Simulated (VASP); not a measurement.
# GaSb (Fm-3m) in VASP: notebook

Runs on GaSb. Level: PBE. Tasks: single point.

All numbers are computed with VASP 6.6.1; they aren't measurements. Logs are shortened: lines on timing, memory, paths and dates and some standing lists are left out, and cuts for length are marked.

## (1) The cell of the first run

It takes space group Fm-3m (No. 225, cubic). The conventional cell has a = 5.144 Å, b = 5.144 Å, c = 5.144 Å, α = 90.00°, β = 90.00°, γ = 90.00°. Within 3.4 Å of Ga (site symmetry m-3m) lie 6 Sb at 2.57 Å. Sb (site symmetry m-3m) has 6 Ga at 2.57 Å within 3.4 Å.

## (2) Single point, PBE (N replaced by Sb, lengths x 1.211, strained)

The input, INCAR:

```
SYSTEM = GaSb
PREC = Accurate ; ENCUT = 520
EDIFF = 1E-6 ; ISMEAR = 0
SIGMA = 0.1 ; LREAL = .FALSE.
LASPH = .TRUE. ; NELM = 80
ALGO = Normal ; ISIF = 2
LWAVE = .FALSE. ; LCHARG = .TRUE.
GGA = PE ; LELF = .TRUE.
LVHAR = .TRUE. ; NBANDS = 16
```

The input, KPOINTS:

```
Automatic mesh
0
G
  14 14 14
  0 0 0
```

The input, POSCAR:

```
GaSb
1.0
    0.0000000000      2.5718518577      2.5718518577
    2.5718518577      0.0000000000      2.5718518577
    2.5718518577      2.5718518577      0.0000000000
Ga Sb
1 1
Direct
    0.0000000000      0.0000000000      0.0000000000
    0.5000000000      0.5000000000      0.5000000000
```

Potentials or basis: VASP PAW PBE potentials, release 64 (Ga_d, Sb).

Started as:

```sh
$ cat potpaw_PBE.64/Ga_d/POTCAR potpaw_PBE.64/Sb/POTCAR > POTCAR
$ mpirun -np 1 vasp_std > vasp.out
```

OUTCAR:

```text
SYSTEM = GaSb
   PREC = Accurate
   ENCUT = 520
   EDIFF = 1E-6
   ISMEAR = 0
   LREAL = .FALSE.
   LASPH = .TRUE.
   NELM = 80
   ISIF = 2
   GGA = PE

 ion  position               nearest neighbor table
   1  0.000  0.000  0.000-   2 2.57   2 2.57   2 2.57   2 2.57   2 2.57   2 2.57
   2  0.500  0.500  0.500-   1 2.57   1 2.57   1 2.57   1 2.57   1 2.57   1 2.57

  LATTYP: Found a face centered cubic cell.
 ALAT       =     5.1437037154

  Lattice vectors:

 A1 = (   0.0000000000,   2.5718518577,   2.5718518577)
 A2 = (   2.5718518577,   0.0000000000,   2.5718518577)
 A3 = (   2.5718518577,   2.5718518577,   0.0000000000)

Analysis of symmetry for initial positions (statically):
=====================================================================
 Subroutine PRICEL returns:
 Original cell was already a primitive cell.

 Routine SETGRP: Setting up the symmetry group for a
 face centered cubic supercell.

 Subroutine GETGRP returns: Found 48 space group operations
 (whereof 48 operations were pure point group operations)
 out of a pool of 48 trial point group operations.

The static configuration has the point symmetry O_h .

Analysis of symmetry for dynamics (positions and initial velocities):
=====================================================================
 Subroutine PRICEL returns:
 Original cell was already a primitive cell.

 Routine SETGRP: Setting up the symmetry group for a
 face centered cubic supercell.

 Subroutine GETGRP returns: Found 48 space group operations
 (whereof 48 operations were pure point group operations)
 out of a pool of 48 trial point group operations.

The dynamic configuration has the point symmetry O_h .

 Subroutine INISYM returns: Found 48 space group operations
 (whereof 48 operations are pure point group operations),
 and found     1 'primitive' translations

----------------------------------------------------------------------------------------

                                     Primitive cell

  volume of cell :      34.0226

  direct lattice vectors                    reciprocal lattice vectors
     0.000000000  2.571851858  2.571851858    -0.194412442  0.194412442  0.194412442
     2.571851858  0.000000000  2.571851858     0.194412442 -0.194412442  0.194412442
     2.571851858  2.571851858  0.000000000     0.194412442  0.194412442 -0.194412442

  length of vectors
[... 74 lines left out ...]
   ISTART =      0    job   : 0-new  1-cont  2-samecut
   ICHARG =      2    charge: 1-file 2-atom 10-const
   ISPIN  =      1    spin polarized calculation?
   LNONCOLLINEAR =      F non collinear calculations
   LSORBIT =      F    spin-orbit coupling
   LASPH  =      T    aspherical Exc in radial PAW
   ENCUT  =  520.0 eV  38.22 Ry    6.18 a.u.   6.76  6.76  6.76*2*pi/ulx,y,z
   NELM   =     80;   NELMIN=  2; NELMDL= -5     # of ELM steps
   EDIFF  = 0.1E-05   stopping-criterion for ELM
   LREAL  =      F    real-space projection
   EDIFFG = 0.1E-04   stopping-criterion for IOM
   NSW    =      0    number of steps for IOM
   IBRION =     -1    ionic relax: 0-MD 1-quasi-New 2-CG
   NFREE  =      0    steps in history (QN), initial steepest desc. (CG)
   ISIF   =      2    stress and relaxation
   ISYM   =      2    0-nonsym 1-usesym 2-fastsym
   POTIM  = 0.5000    time-step for ionic-motion
   TEBEG  =    0.0;   TEEND  =   0.0 temperature during run
   PSTRESS=    0.0 pullay stress
   NELECT =      18.0000    total number of electrons
   NUPDOWN=      -1.0000    fix difference up-down
   EMIN   =  10.00;   EMAX   =-10.00  energy-range for DOS
   EFERMI =   0.00;   METHOD = LEGACY
   ISMEAR =     0;   SIGMA  =   0.10  broadening in eV -4-tet -1-fermi 0-gaus
   EFERMI_NEDOS =   21; number of points for ismear=-14 and -15
   IALGO  =     38    algorithm
   IMIX   =      4    mixing-type and parameters
     AMIX     =   0.40;   BMIX     =  1.00
     AMIX_MAG =   1.60;   BMIX_MAG =  1.00
  volume/ion in A,a.u.               =      17.01       114.80
  Fermi-wavevector in a.u.,A,eV,Ry     =   1.324066  2.502122 23.853074  1.753151
  Thomas-Fermi vector in A             =   2.453628
   LORBIT       =      0    0 simple, 1 ext, 2 COOP (PROOUT), +10 PAW based schemes
   GGA     = PE    functional components
   LHFCALC =     F    Hartree Fock is set to
   AEXX    =    0.0000 exact exchange contribution
   IVDW    =     0    specifies the selected vdW correction
   LEPSILON=     F    determine dielectric tensor
   LRPA    =     F    only Hartree local field effects (RPA)
 non-spin polarized calculation
 Gauss-broadening in eV      SIGMA  =   0.10
  energy-cutoff  :      520.00
  volume of cell :       34.02
 maximum number of plane-waves:       941
   NGX = 13   NGY = 13   NGZ = 13

 number of electron      18.0000004 magnetization

 Free energy of the ion-electron system (eV)
  ---------------------------------------------------
  ext. energy  EPLUGINS =         0.00000000
  ---------------------------------------------------
  free energy    TOTEN  =        -5.42838074 eV

  energy without entropy =       -5.42467081  energy(sigma->0) =       -5.42652578

 E-fermi :  11.1173     XC(G=0): -11.8836

 val. band max:       11.0372973656   @ k =   0.4286   0.1429   0.0714
 cond. band min:      11.1188134589   @ k =  -0.3571   0.1429   0.0000
 fundamental gap:      0.0815160933
 Fermi energy:        11.1173230604

 k-point     1 :       0.0000    0.0000    0.0000
  band No.  band energies     occupation
      1      -4.4348      2.00000
      2      -4.4348      2.00000
      3      -4.4021      2.00000
      4      -4.4021      2.00000
      5      -4.4021      2.00000
      6      -3.8840      2.00000
[... 433 lines left out ...]
      3      -4.4166      2.00000
      4      -4.3837      2.00000
      5      -4.3730      2.00000
      6      -2.5457      2.00000
[... 8 lines left out ...]
     15      21.2320      0.00000
     16      21.6527      0.00000

 [... further k-points ...]
[... 5 lines left out ...]
  --------------------------------------------------------------------------------------
  -------------------------------------------------------------------------------------
  Total       10.0238408     10.0238408     10.0238408      0.0000000      0.0000000     -0.0000000
  in kB      472.0379319    472.0379319    472.0379319      0.0000000      0.0000000     -0.0000000
  external PRESSURE =     472.0379319 kB  Pullay stress =       0.0000000 kB

 VOLUME and BASIS-vectors are now :
 -----------------------------------------------------------------------------
  energy-cutoff  :      520.00
  volume of cell :       34.02
      direct lattice vectors                 reciprocal lattice vectors
     0.000000000  2.571851858  2.571851858    -0.194412442  0.194412442  0.194412442
     2.571851858  0.000000000  2.571851858     0.194412442 -0.194412442  0.194412442
     2.571851858  2.571851858  0.000000000     0.194412442  0.194412442 -0.194412442

 POSITION                                       TOTAL-FORCE (eV/Angst)
 -----------------------------------------------------------------------------------
      0.00000      0.00000      0.00000         0.000000     -0.000000     -0.000000
      2.57185      2.57185      2.57185        -0.000000      0.000000      0.000000
 -----------------------------------------------------------------------------------
    total drift:                               -0.000000     -0.000000      0.000000

  FREE ENERGIE OF THE ION-ELECTRON SYSTEM (eV)
  ---------------------------------------------------
  free  energy   TOTEN  =        -5.4283807437 eV

  energy  without entropy=       -5.4246708088  energy(sigma->0) =       -5.42652578
```

OSZICAR:

```text
N       E                     dE             d eps       ncg     rms          rms(c)
DAV:   1     0.822956760272E+02    0.82296E+02   -0.86166E+03  3456   0.166E+03
DAV:   2    -0.208888841826E-01   -0.82317E+02   -0.79326E+02  3968   0.315E+02
DAV:   3    -0.538011720614E+01   -0.53592E+01   -0.53366E+01  3960   0.616E+01
DAV:   4    -0.545910721209E+01   -0.78990E-01   -0.78979E-01  4136   0.815E+00
DAV:   5    -0.546082013323E+01   -0.17129E-02   -0.17129E-02  4192   0.108E+00    0.424E+00
DAV:   6    -0.543505486318E+01    0.25765E-01   -0.50826E-02  4440   0.547E+00    0.253E+00
DAV:   7    -0.542879014079E+01    0.62647E-02   -0.11197E-02  5120   0.173E+00    0.490E-01
DAV:   8    -0.542838731255E+01    0.40283E-03   -0.21833E-03  4240   0.846E-01    0.467E-02
DAV:   9    -0.542838143167E+01    0.58809E-05   -0.14792E-04  4472   0.151E-01    0.182E-02
DAV:  10    -0.542837880921E+01    0.26225E-05   -0.98433E-06  4424   0.281E-02    0.698E-03
DAV:  11    -0.542838088130E+01   -0.20721E-05   -0.53428E-07  2984   0.618E-03    0.150E-03
DAV:  12    -0.542838074370E+01    0.13760E-06   -0.13362E-07  2184   0.298E-03
   1 F= -.54283807E+01 E0= -.54265258E+01  d E =-.370993E-02
```

stdout:

```text
POSCAR found type information on POSCAR GaSb
 POSCAR found :  2 types and       2 ions
 scaLAPACK will be used
 LDA part: xc-table for (Slater+PW92), standard interpolation
 POSCAR, INCAR and KPOINTS ok, starting setup
 FFT: planning ... GRIDC
 FFT: planning ... GRID_SOFT
 FFT: planning ... GRID
 WAVECAR not read
 entering main loop
```

Wall time 28 s (1 thread of Intel Xeon Platinum 8488C (Sapphire Rapids), shared host); peak memory 0.2 GiB.

What came out:

* Free energy: -5.4284 eV
* Pressure: 47.2 GPa
* Band gap on the k mesh: zero (band 9 reaches 12.47 eV, above the bottom of band 10 at 7.61 eV)

Caveat: the cell differs from its parent crystal (N replaced by Sb, lengths x 1.211, strained); spin-orbit coupling is left out, which moves the levels of the heavy elements.

## (3) Single point, PBE (N replaced by Sb, lengths x 1.211, strained)

The input, INCAR:

```
SYSTEM = GaSb
PREC = Accurate
ENCUT = 500
EDIFF = 1E-6
ISMEAR = 0
SIGMA = 0.1
LREAL = .False.
LASPH = .True.
NELM = 120
ALGO = Normal
ISIF = 2
LWAVE = .False.
LCHARG = .False.
GGA = PE
NBANDS = 16
GGA_COMPAT = .False.
```

The input, KPOINTS:

```
Automatic mesh
0
Gamma
  6 6 6
  0 0 0
```

POSCAR is that of step 2.

Potentials or basis: VASP PAW PBE potentials, release 64 (Ga_d, Sb).

Started as:

```sh
$ cat potpaw_PBE.64/Ga_d/POTCAR potpaw_PBE.64/Sb/POTCAR > POTCAR
$ mpirun -np 1 vasp_std > vasp.out
```

Wall time 13 s (1 thread of AMD EPYC 7R43 (Zen 3), shared host); peak memory 0.12 GiB.

Results (log left out):

| Property | Result |
| --- | --- |
| Free energy | -5.3668 eV |
| Pressure | 47.5 GPa |
| Band gap on the k mesh | zero (band 9 reaches 12.56 eV, above the bottom of band 10 at 7.60 eV) |

Levels at points of the mesh, in eV from the Fermi level:
```tsv
k point	band 6	band 7	band 8	band 9	band 10	band 11	band 12	band 13
(0.00, 0.00, 0.00)	-15.11	0.04	0.04	0.04	3.44	6.31	6.31	6.31
(0.50, 0.00, 0.00)	-11.38	-9.81	0.56	0.56	1.91	1.91	3.58	3.81
(0.50, 0.50, 0.00)	-9.89	-7.73	-3.82	-3.82	-3.62	1.99	11.80	11.80
```

Caveat: the cell differs from its parent crystal (N replaced by Sb, lengths x 1.211, strained); spin-orbit coupling is left out, which moves the levels of the heavy elements.
